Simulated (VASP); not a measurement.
# NiO (P6_3/mmc) in VASP: notebook

Aim: see how the results for NiO move with the level of theory and the settings. Levels: LDA, PBE. Tasks: single point.

All numbers are computed with VASP 6.6.1; they aren't measurements. Logs are shortened: lines on timing, memory, paths and dates and some standing lists are left out, and cuts for length are marked.

## Step 1: The cell of the first run

It takes space group P6_3/mmc (No. 194, hexagonal). The conventional cell has a = 2.913 Å, b = 2.913 Å, c = 5.055 Å, α = 90.00°, β = 90.00°, γ = 120.00°. Within 2.8 Å of Ni (site symmetry -3m) lie 6 O at 2.10 Å and 2 Ni at 2.53 Å. O (site symmetry -6m2) has 6 Ni at 2.10 Å within 2.8 Å.

## Step 2: Single point, LDA, collinear spin, antiferromagnetic start

Contents of INCAR:

```
SYSTEM = NiO
PREC = Accurate ; ENCUT = 520
EDIFF = 1E-6 ; ISMEAR = 0
SIGMA = 0.05 ; LREAL = .FALSE.
LASPH = .TRUE. ; NELM = 150
ALGO = Normal ; ISIF = 2
LWAVE = .FALSE. ; LCHARG = .TRUE.
ISPIN = 2 ; MAGMOM = 1.46 -1.46 0 0
LORBIT = 11 ; LMAXMIX = 4
GGA = CA ; LELF = .TRUE.
LVHAR = .TRUE. ; NBANDS = 28
```

Contents of KPOINTS:

```
regular mesh
0
G
  12 12 8
  0 0 0
```

Contents of POSCAR:

```
NiO
1.0
    2.9130965603      0.0000000000      0.0000000000
   -1.4565482802      2.5228156249      0.0000000000
    0.0000000000      0.0000000000      5.0552182658
Ni O
2 2
Direct
    0.0000000000      0.0000000000      0.0000000000
    0.0000000000      0.0000000000      0.5000000000
    0.3333333333      0.6666666667      0.2499995579
    0.6666666667      0.3333333333      0.7500004421
```

Potentials or basis: VASP PAW LDA potentials, release 64 (Ni, O).

On the command line:

```console
cat potpaw_LDA.64/Ni/POTCAR potpaw_LDA.64/O/POTCAR > POTCAR
mpirun -np 1 vasp_std > vasp.out
```

OUTCAR:

```text
SYSTEM = NiO
   PREC = Accurate
   ENCUT = 520
   EDIFF = 1E-6
   ISMEAR = 0
   LREAL = .FALSE.
   LASPH = .TRUE.
   NELM = 150
   ISIF = 2
   ISPIN = 2
   LORBIT = 11
   GGA = CA

 ion  position               nearest neighbor table
   1  0.000  0.000  0.000-   3 2.10   4 2.10   4 2.10   3 2.10   4 2.10   3 2.10   2 2.53   2 2.53

   2  0.000  0.000  0.500-   3 2.10   4 2.10   4 2.10   3 2.10   4 2.10   3 2.10   1 2.53   1 2.53

   3  0.333  0.667  0.250-   1 2.10   1 2.10   1 2.10   2 2.10   2 2.10   2 2.10
   4  0.667  0.333  0.750-   1 2.10   1 2.10   1 2.10   2 2.10   2 2.10   2 2.10

  LATTYP: Found a hexagonal cell.
 ALAT       =     2.9130965603
 C/A-ratio  =     1.7353418128

  Lattice vectors:

 A1 = (   2.9130965603,   0.0000000000,   0.0000000000)
 A2 = (  -1.4565482802,   2.5228156249,   0.0000000000)
 A3 = (   0.0000000000,   0.0000000000,   5.0552182658)

Analysis of symmetry for initial positions (statically):
=====================================================================
 Subroutine PRICEL returns:
 Original cell was already a primitive cell.

 Routine SETGRP: Setting up the symmetry group for a
 hexagonal supercell.

 Subroutine GETGRP returns: Found 24 space group operations
 (whereof 12 operations were pure point group operations)
 out of a pool of 24 trial point group operations.

The static configuration has the point symmetry D_3d.
 The point group associated with its full space group is D_6h.

Analysis of symmetry for dynamics (positions and initial velocities):
=====================================================================
 Subroutine PRICEL returns:
 Original cell was already a primitive cell.

 Routine SETGRP: Setting up the symmetry group for a
 hexagonal supercell.

 Subroutine GETGRP returns: Found 24 space group operations
 (whereof 12 operations were pure point group operations)
 out of a pool of 24 trial point group operations.

The dynamic configuration has the point symmetry D_3d.
 The point group associated with its full space group is D_6h.

Analysis of structural, dynamic, and magnetic symmetry:
=====================================================================
 Subroutine PRICEL returns:
 Original cell was already a primitive cell.

 Routine SETGRP: Setting up the symmetry group for a
 hexagonal supercell.

 Subroutine GETGRP returns: Found 24 space group operations
 (whereof 12 operations were pure point group operations)
 out of a pool of 24 trial point group operations.

The overall configuration has the point symmetry D_3d.
 The point group associated with its full space group is D_6h.

 Subroutine INISYM returns: Found 24 space group operations
 (whereof 12 operations are pure point group operations),
 and found     1 'primitive' translations

----------------------------------------------------------------------------------------

                                     Primitive cell

  volume of cell :      37.1518

  direct lattice vectors                    reciprocal lattice vectors
     2.913096560  0.000000000  0.000000000     0.343277327  0.198191257  0.000000000
    -1.456548280  2.522815625  0.000000000     0.000000000  0.396382514  0.000000000
     0.000000000  0.000000000  5.055218266     0.000000000  0.000000000  0.197815395

  length of vectors
     2.913096560  2.913096560  5.055218266     0.396382514  0.396382514  0.197815395

  position of ions in fractional coordinates (direct lattice)
     0.000000000  0.000000000  0.000000000
     0.000000000  0.000000000  0.500000000
     0.333333333  0.666666667  0.249999558
     0.666666667  0.333333333  0.750000442

  ion indices of the primitive-cell ions
   primitive index   ion index
                 1           1
                 2           2
                 3           3
                 4           4

----------------------------------------------------------------------------------------

 KPOINTS: regular mesh

Automatic generation of k-mesh.
 Grid dimensions read from file:
 generate k-points for:   12   12    8

 Generating k-lattice:

  Cartesian coordinates                     Fractional coordinates (reciprocal lattice)
     0.028606444  0.016515938  0.000000000     0.083333333  0.000000000  0.000000000
     0.000000000  0.033031876  0.000000000     0.000000000  0.083333333  0.000000000
     0.000000000  0.000000000  0.024726924     0.000000000  0.000000000  0.125000000

  Length of vectors
     0.033031876  0.033031876  0.024726924

  Shift w.r.t. Gamma in fractional coordinates (k-lattice)
     0.000000000  0.000000000  0.000000000

 Subroutine IBZKPT returns following result:
 ===========================================

 Found     95 irreducible k-points:

 Following reciprocal coordinates:
            Coordinates               Weight
  0.000000  0.000000  0.000000      1.000000
  0.083333  0.000000  0.000000      6.000000
  0.166667  0.000000  0.000000      6.000000
  0.250000  0.000000  0.000000      6.000000
  0.333333  0.000000  0.000000      6.000000
  0.416667  0.000000  0.000000      6.000000
[... 16 lines left out ...]
  0.250000  0.000000  0.125000     12.000000
  0.333333  0.000000  0.125000     12.000000
 [... further k-points ...]
   k-points           NKPTS =     95   k-points in BZ     NKDIM =     95   number of bands    NBANDS=     28
   number of dos      NEDOS =    301   number of ions     NIONS =      4
   total plane-waves  NPLWV =  23040
   dimension x,y,z NGX =    24 NGY =   24 NGZ =   40
   dimension x,y,z NGXF=    48 NGYF=   48 NGZF=   80
   ions per type =               2   2
   NGX,Y,Z   is equivalent  to a cutoff of  13.70, 13.70, 13.15 a.u.
   NGXF,Y,Z  is equivalent  to a cutoff of  27.39, 27.39, 26.31 a.u.
 SYSTEM =  NiO
   PREC   = accura    normal or accurate (medium, high low for compatibility)
   ISTART =      0    job   : 0-new  1-cont  2-samecut
   ICHARG =      2    charge: 1-file 2-atom 10-const
   ISPIN  =      2    spin polarized calculation?
   LNONCOLLINEAR =      F non collinear calculations
   LSORBIT =      F    spin-orbit coupling
   LASPH  =      T    aspherical Exc in radial PAW
   ENCUT  =  520.0 eV  38.22 Ry    6.18 a.u.   5.42  5.42  9.40*2*pi/ulx,y,z
   NELM   =    150;   NELMIN=  2; NELMDL= -5     # of ELM steps
   EDIFF  = 0.1E-05   stopping-criterion for ELM
   LREAL  =      F    real-space projection
   EDIFFG = 0.1E-04   stopping-criterion for IOM
   NSW    =      0    number of steps for IOM
   IBRION =     -1    ionic relax: 0-MD 1-quasi-New 2-CG
   NFREE  =      0    steps in history (QN), initial steepest desc. (CG)
   ISIF   =      2    stress and relaxation
   ISYM   =      2    0-nonsym 1-usesym 2-fastsym
   POTIM  = 0.5000    time-step for ionic-motion
   TEBEG  =    0.0;   TEEND  =   0.0 temperature during run
   PSTRESS=    0.0 pullay stress
   NELECT =      32.0000    total number of electrons
   NUPDOWN=      -1.0000    fix difference up-down
   EMIN   =  10.00;   EMAX   =-10.00  energy-range for DOS
   EFERMI =   0.00;   METHOD = LEGACY
   ISMEAR =     0;   SIGMA  =   0.05  broadening in eV -4-tet -1-fermi 0-gaus
   EFERMI_NEDOS =   21; number of points for ismear=-14 and -15
   IALGO  =     38    algorithm
   IMIX   =      4    mixing-type and parameters
     AMIX     =   0.40;   BMIX     =  1.00
     AMIX_MAG =   1.60;   BMIX_MAG =  1.00
  volume/ion in A,a.u.               =       9.29        62.68
  Fermi-wavevector in a.u.,A,eV,Ry     =   1.557632  2.943497 33.010671  2.426216
  Thomas-Fermi vector in A             =   2.661254
   LORBIT       =     11    0 simple, 1 ext, 2 COOP (PROOUT), +10 PAW based schemes
   GGA     = CA    functional components
   LHFCALC =     F    Hartree Fock is set to
   AEXX    =    0.0000 exact exchange contribution
   IVDW    =     0    specifies the selected vdW correction
   LEPSILON=     F    determine dielectric tensor
   LRPA    =     F    only Hartree local field effects (RPA)
 spin polarized calculation
 Gauss-broadening in eV      SIGMA  =   0.05
  energy-cutoff  :      520.00
  volume of cell :       37.15
 maximum number of plane-waves:      1039
 NGX is ok and might be reduce to    24
   NGX = 11   NGY = 11   NGZ = 19

 number of electron      31.9999990 magnetization      -0.0000000

 Free energy of the ion-electron system (eV)
  ---------------------------------------------------
  ext. energy  EPLUGINS =         0.00000000
  ---------------------------------------------------
  free energy    TOTEN  =       -26.70347167 eV

  energy without entropy =      -26.70345677  energy(sigma->0) =      -26.70346422

 E-fermi :   7.0961     XC(G=0): -13.0346

 val. band max:        6.9974774697   @ k =   0.0000   0.0000   0.0000
 cond. band min:       7.1841703325   @ k =   0.2500   0.0000   0.3750
 fundamental gap:      0.1866928628
 Fermi energy:         7.0961492611

 spin component 1

 k-point     1 :       0.0000    0.0000    0.0000
  band No.  band energies     occupation
      1     -12.6502      1.00000
      2     -11.4218      1.00000
      3      -0.8632      1.00000
      4       2.0713      1.00000
      5       2.0713      1.00000
      6       4.0388      1.00000
[... 20 lines left out ...]
     27      27.5348      0.00000
[... 691 lines left out ...]
      6       2.0446      1.00000
[... 20 lines left out ...]
     27      25.6482      0.00000
     28      28.6566      0.00000

 [... further k-points ...]

 spin component 2

 k-point     1 :       0.0000    0.0000    0.0000
  band No.  band energies     occupation
      1     -12.6502      1.00000
      2     -11.4218      1.00000
      3      -0.8632      1.00000
      4       2.0714      1.00000
      5       2.0714      1.00000
      6       4.0388      1.00000
[... 20 lines left out ...]
     27      27.5348      0.00000
[... 691 lines left out ...]
      6       2.0331      1.00000
[... 20 lines left out ...]
     27      25.6461      0.00000
     28      28.6546      0.00000

 [... further k-points ...]
[... 5 lines left out ...]
  --------------------------------------------------------------------------------------
  -------------------------------------------------------------------------------------
  Total       -4.3396862     -4.3396862     -4.9314584      0.0000000      0.0000000     -0.0000000
  in kB     -187.1494707   -187.1494707   -212.6697183      0.0000000      0.0000000     -0.0000000
  external PRESSURE =    -195.6562199 kB  Pullay stress =       0.0000000 kB

 VOLUME and BASIS-vectors are now :
 -----------------------------------------------------------------------------
  energy-cutoff  :      520.00
  volume of cell :       37.15
      direct lattice vectors                 reciprocal lattice vectors
     2.913096560  0.000000000  0.000000000     0.343277327  0.198191257  0.000000000
    -1.456548280  2.522815625  0.000000000     0.000000000  0.396382514  0.000000000
     0.000000000  0.000000000  5.055218266     0.000000000  0.000000000  0.197815395

 POSITION                                       TOTAL-FORCE (eV/Angst)
 -----------------------------------------------------------------------------------
      0.00000      0.00000      0.00000        -0.000000      0.000000      0.000000
      0.00000      0.00000      2.52761        -0.000000      0.000000      0.000000
     -0.00000      1.68188      1.26380         0.000000     -0.000000     -0.000000
      1.45655      0.84094      3.79142        -0.000000      0.000000      0.000000
 -----------------------------------------------------------------------------------
    total drift:                               -0.000000      0.000000     -0.000000

  FREE ENERGIE OF THE ION-ELECTRON SYSTEM (eV)
  ---------------------------------------------------
  free  energy   TOTEN  =       -26.7034716722 eV

  energy  without entropy=      -26.7034567659  energy(sigma->0) =      -26.70346422

 total charge

# of ion       s       p       d       tot
------------------------------------------
    1        0.336   0.415   8.315   9.067
    2        0.336   0.415   8.315   9.067
    3        1.557   3.337   0.000   4.893
    4        1.557   3.337   0.000   4.893
--------------------------------------------------
tot          3.786   7.503  16.631  27.920

 magnetization (x)

# of ion       s       p       d       tot
------------------------------------------
    1       -0.005  -0.009   1.099   1.086
    2        0.005   0.009  -1.099  -1.086
    3        0.000   0.000   0.000   0.000
    4        0.000   0.000   0.000   0.000
--------------------------------------------------
tot          0.000   0.000   0.000   0.000
```

Run time: 64 s. Hardware: 1 thread of Intel Xeon 6975P-C (Granite Rapids), shared host; peak memory 0.25 GiB.

What came out:

```
Free energy                                           : -26.7035 eV
Pressure                                              : -19.6 GPa
Band gap on the k mesh                                : 0.19 eV, indirect (least direct gap 0.29 eV)
Net moment                                            : 0.00 μB per cell
Site moments                                          : Ni +1.09, -1.09; O +0.00 μB
Valence electrons inside the program's atomic spheres : Ni 9.07; O 4.89
```

## Step 3: Single point, PBE, collinear spin, antiferromagnetic start (volume scaled by 0.945)

Contents of INCAR:

```
PREC     = Accurate       # precision mode
ENCUT    = 520            # plane-wave cutoff, eV
EDIFF    = 1E-6           # SCF threshold, eV
ISMEAR   = 0              # smearing method
SIGMA    = 0.05           # smearing width, eV
LREAL    = False          # projectors in reciprocal space
LASPH    = True           # aspherical terms in the spheres
NELM     = 150            # most SCF steps
ALGO     = Normal         # electronic algorithm
ISIF     = 2              # what is computed and relaxed
LWAVE    = False          # write WAVECAR
LCHARG   = False          # write CHGCAR
ISPIN    = 2              # spin polarisation
MAGMOM   = 1.43 -1.43 0 0 # initial moments
LORBIT   = 11             # projections on sites
LMAXMIX  = 4              # l up to which the mixer works
GGA      = PE             # functional
NBANDS   = 28             # bands
```

Contents of KPOINTS:

```
regular mesh
0
Gamma
  12 12 8
```

Contents of POSCAR:

```
NiO
1.0
    2.8480042870      0.0000000000      0.0000000000
   -1.4240021435      2.4664440626      0.0000000000
    0.0000000000      0.0000000000      4.9980454781
Ni O
2 2
Direct
    0.0000000000      0.0000000000      0.0000000000
    0.0000000000      0.0000000000      0.5000000000
    0.3333333333      0.6666666667      0.2500000006
    0.6666666667      0.3333333333      0.7499999994
```

Potentials or basis: VASP PAW PBE potentials, release 64 (Ni, O).

On the command line:

```console
cat potpaw_PBE.64/Ni/POTCAR potpaw_PBE.64/O/POTCAR > POTCAR
mpirun -np 1 vasp_std > vasp.out
```

OUTCAR:

```text
PREC = Accurate
   ENCUT = 520
   EDIFF = 1E-6
   ISMEAR = 0
   LREAL = False
   LASPH = True
   NELM = 150
   ISIF = 2
   ISPIN = 2
   LORBIT = 11
   GGA = PE

 ion  position               nearest neighbor table
   1  0.000  0.000  0.000-   3 2.07   4 2.07   3 2.07   4 2.07   4 2.07   3 2.07   2 2.50   2 2.50

   2  0.000  0.000  0.500-   3 2.07   4 2.07   3 2.07   4 2.07   4 2.07   3 2.07   1 2.50   1 2.50

   3  0.333  0.667  0.250-   2 2.07   2 2.07   2 2.07   1 2.07   1 2.07   1 2.07
   4  0.667  0.333  0.750-   2 2.07   2 2.07   2 2.07   1 2.07   1 2.07   1 2.07

  LATTYP: Found a hexagonal cell.
 ALAT       =     2.8480042870
 C/A-ratio  =     1.7549290571

  Lattice vectors:

 A1 = (   2.8480042870,   0.0000000000,   0.0000000000)
 A2 = (  -1.4240021435,   2.4664440626,   0.0000000000)
 A3 = (   0.0000000000,   0.0000000000,   4.9980454781)

Analysis of symmetry for initial positions (statically):
=====================================================================
[... 959 lines left out ...]
      5       2.9472      1.00000
      6       4.9077      1.00000
[... 733 lines left out ...]
     27      27.3576      0.00000
     28      30.4606      0.00000

 [... further k-points ...]
[... 5 lines left out ...]
  --------------------------------------------------------------------------------------
  -------------------------------------------------------------------------------------
  Total        2.5726216      2.5726216      2.5849968     -0.0000000     -0.0000000      0.0000000
  in kB      117.4016969    117.4016969    117.9664420     -0.0000000     -0.0000000      0.0000000
  external PRESSURE =     117.5899452 kB  Pullay stress =       0.0000000 kB

 VOLUME and BASIS-vectors are now :
 -----------------------------------------------------------------------------
  energy-cutoff  :      520.00
  volume of cell :       35.11
      direct lattice vectors                 reciprocal lattice vectors
     2.848004287  0.000000000  0.000000000     0.351123067  0.202720997  0.000000000
    -1.424002144  2.466444063  0.000000000     0.000000000  0.405441994  0.000000000
     0.000000000  0.000000000  4.998045478     0.000000000  0.000000000  0.200078211

 POSITION                                       TOTAL-FORCE (eV/Angst)
 -----------------------------------------------------------------------------------
      0.00000      0.00000      0.00000         0.000000      0.000000     -0.000000
      0.00000      0.00000      2.49902         0.000000      0.000000     -0.000000
     -0.00000      1.64430      1.24951         0.000000     -0.000000      0.000000
      1.42400      0.82215      3.74853        -0.000000      0.000000      0.000000
 -----------------------------------------------------------------------------------
    total drift:                                0.000000      0.000000     -0.000000

  FREE ENERGIE OF THE ION-ELECTRON SYSTEM (eV)
  ---------------------------------------------------
  free  energy   TOTEN  =       -23.2602157661 eV

  energy  without entropy=      -23.2602157661  energy(sigma->0) =      -23.26021577

 total charge

# of ion       s       p       d       tot
------------------------------------------
    1        0.352   0.458   8.311   9.121
    2        0.352   0.458   8.311   9.121
    3        1.565   3.414   0.000   4.980
    4        1.565   3.414   0.000   4.980
--------------------------------------------------
tot          3.834   7.745  16.621  28.201

 magnetization (x)

# of ion       s       p       d       tot
------------------------------------------
    1       -0.006  -0.011   1.289   1.271
    2        0.006   0.011  -1.289  -1.271
    3        0.000   0.000   0.000   0.000
    4        0.000   0.000   0.000   0.000
--------------------------------------------------
tot          0.000   0.000   0.000   0.000
```

It took 72 s on 1 thread of Intel Xeon Platinum 8559C (Emerald Rapids), shared host; peak memory 0.27 GiB.

Results:

| Quantity | Value |
| --- | --- |
| Free energy | -23.2602 eV |
| Pressure | 11.8 GPa |
| Band gap on the k mesh | 0.75 eV, indirect (least direct gap 0.84 eV) |
| Net moment | 0.00 μB per cell |
| Site moments | Ni +1.27, -1.27; O +0.00 μB |
| Valence electrons inside the program's atomic spheres | Ni 9.12; O 4.98 |

Levels at points of the mesh, in eV from the valence-band top:
Spin up:
| k point | band 14 | band 15 | band 16 | band 17 | band 18 | band 19 |
| --- | --- | --- | --- | --- | --- | --- |
| (0.00, 0.00, 0.00) | -0.72 | -0.72 | -0.05 | 1.74 | 1.74 | 2.27 |
| (0.50, 0.00, 0.00) | -0.44 | -0.36 | -0.14 | 1.85 | 1.88 | 6.96 |
| (0.00, 0.00, 0.50) | -1.06 | -0.22 | -0.22 | 1.30 | 1.30 | 4.93 |
| (0.50, 0.00, 0.50) | -0.39 | -0.28 | -0.27 | 1.30 | 1.57 | 6.80 |
Spin down:
```
           k point  band 14  band 15  band 16  band 17  band 18  band 19
(0.00, 0.00, 0.00)    -0.72    -0.72    -0.05     1.74     1.74     2.27
(0.50, 0.00, 0.00)    -0.44    -0.36    -0.14     1.85     1.88     6.96
(0.00, 0.00, 0.50)    -1.06    -0.22    -0.22     1.30     1.30     4.93
(0.50, 0.00, 0.50)    -0.39    -0.28    -0.27     1.30     1.57     6.80
```

 A k mesh can miss the band edges.

(Continued in part 2 of 2.)
